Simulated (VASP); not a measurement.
Write the native input for VASP 6.6.1 that does the following.

* Task: single point
* Functional: PBE0
* Potentials or basis: VASP PAW PBE potentials, release 64 (N, B)
* Cutoff: 520 eV
* k mesh: 8 × 8 × 8
* Occupations: fermi-dirac, width 0.05 eV
* Spin: no spin polarisation
* Dipole correction: no
* Grid for exact exchange (PRECFOCK): Normal
* Further INCAR settings: ALGO = Normal; EDIFF = 1e-07; NBANDS = 11

Crystal: BN.

```
CELL_PARAMETERS angstrom
1.25112 0.72234 3.37293
-1.25112 0.72234 3.37293
0.00000 -1.44467 3.37293
ATOMIC_POSITIONS crystal
N 0.66724 0.66724 0.66724
B 0.00033 0.00033 0.00033
```

These files were run (other wordings do the same):

POSCAR

```
BN
1.0
    1.2511217832      0.7223354983      3.3729344033
   -1.2511217832      0.7223354983      3.3729344033
    0.0000000000     -1.4446709966      3.3729344033
N B
1 1
Direct
    0.6672382000      0.6672382000      0.6672382000
    0.0003288000      0.0003288000      0.0003288000
```

INCAR.step1

```
SYSTEM = BN
PREC = Accurate
ENCUT = 520
EDIFF = 1E-5
ISMEAR = -1
SIGMA = 0.05
LREAL = .False.
LASPH = .True.
NELM = 80
ALGO = Normal
ISIF = 2
LWAVE = .True.
NBANDS = 11
GGA = PE
```

INCAR.step2

```
SYSTEM = BN
PREC = Accurate
ENCUT = 520
EDIFF = 1E-7
ISMEAR = -1
SIGMA = 0.05
LREAL = .False.
LASPH = .True.
NELM = 80
ALGO = Normal
ISIF = 2
LWAVE = .False.
LCHARG = .True.
GGA = PE
LHFCALC = .True.
AEXX = 0.25
PRECFOCK = Normal
LELF = .True.
LVHAR = .True.
NBANDS = 11
ISTART = 1
```

KPOINTS

```
Automatic mesh
0
Gamma
  8 8 8
  0 0 0
```

Potentials or basis: VASP PAW PBE potentials, release 64 (N, B).

Command:

```sh
$ cat potpaw_PBE.64/N/POTCAR potpaw_PBE.64/B/POTCAR > POTCAR
$ cp INCAR.step1 INCAR
$ mpirun -np 1 vasp_std > vasp.out
$ cp INCAR.step2 INCAR
$ mpirun -np 1 vasp_std > vasp.out
```

Results of the run:

The pressure is -1.2 GPa. The largest force is 0.007 eV/Å. The band gap on the k mesh is 6.32 eV, indirect (least direct gap 7.09 eV).

Caveat: the PAW data sets were made with another functional, which shifts forces and pressure a little.

Wall time 66 min on 1 thread of Intel(R) Xeon(R) Platinum 8375C CPU @ 2.90GHz (Ice Lake), with other jobs on the host, peak memory 0.18 GiB.
